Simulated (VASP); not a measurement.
# Tl: single point with r2SCAN

The system is Tl.

```
Tl
1.0
     3.26456    0.00000    0.00000
     0.00000    3.26456    0.00000
     0.00000    0.00000    3.26456
Tl
1
Cartesian
  0.0000 0.0000 0.0000
```

This isn't the form of Tl at room conditions, which is hcp.

| Property | Result |
| --- | --- |
| Program | VASP 6.6.1 |
| Task | single point |
| Functional | r2SCAN |
| Potentials or basis | VASP PAW PBE potentials, release 64 (Tl_d) |
| Cutoff | 520 eV |
| k mesh | 11 × 11 × 11 |
| Occupations | fermi-dirac, width 0.1 eV |
| Spin | no spin polarisation |

| Item | Value |
| --- | --- |
| Pressure | -1.6 GPa |
| Band gap on the k mesh | zero (an odd number of electrons rules out a gap without spin polarisation) |

Levels at points of the mesh, in eV from the Fermi level:
| k point | band 3 | band 4 | band 5 | band 6 | band 7 | band 8 | band 9 | band 10 |
| --- | --- | --- | --- | --- | --- | --- | --- | --- |
| (0.00, 0.00, 0.00) | -11.78 | -11.78 | -11.78 | -9.62 | 6.61 | 6.61 | 6.61 | 9.51 |

It took 35 s on 1 thread of AMD EPYC 7R13, with other jobs on the host, peak memory 0.16 GiB.

Caveat: the PAW data sets were made with another functional, which shifts forces and pressure a little; spin-orbit coupling is left out, which moves the levels of the heavy elements.
